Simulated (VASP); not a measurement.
Here is a VASP 6.6.1 calculation.

The input INCAR:

```
ALGO     = Normal         # electronic algorithm
EDIFF    = 1E-6           # SCF threshold, eV
ENCUT    = 520            # plane-wave cutoff, eV
GGA      = PE             # functional
ISIF     = 2              # what is computed and relaxed
ISMEAR   = 0              # smearing method
LASPH    = T              # aspherical terms in the spheres
LCHARG   = F              # write CHGCAR
LREAL    = F              # projectors in reciprocal space
LWAVE    = F              # write WAVECAR
NBANDS   = 20             # bands
NELM     = 100            # most SCF steps
PREC     = Accurate       # precision mode
SIGMA    = 0.1            # smearing width, eV
```

The input KPOINTS:

```
k-points
0
Gamma
  10 10 10
```

The input POSCAR:

```
SnSe2
1.0
    5.2671946761      0.0000000000      0.0000000000
    0.0000000000      5.2671946761      0.0000000000
    0.0000000000      0.0000000000      6.0481081502
Sn Se
1 2
Direct
    0.0000000000      0.0000000000      0.5000000000
    0.5000000000      0.0000000000      0.5000000000
    0.0000000000      0.5000000000      0.5000000000
```

Potentials or basis: VASP PAW PBE potentials, release 64 (Sn_d, Se).

Command:

```console
$ cat potpaw_PBE.64/Sn_d/POTCAR potpaw_PBE.64/Se/POTCAR > POTCAR
$ mpirun -np 1 vasp_std > vasp.out
```

Question: Estimate the band gap on the k mesh.

Answer: Zero (band 13 reaches -0.29 eV, above the bottom of band 14 at -1.32 eV).

Question: What does it give for the pressure?

Answer: 0.0 GPa.

Caveat: spin-orbit coupling is left out, which moves the levels of the heavy elements.
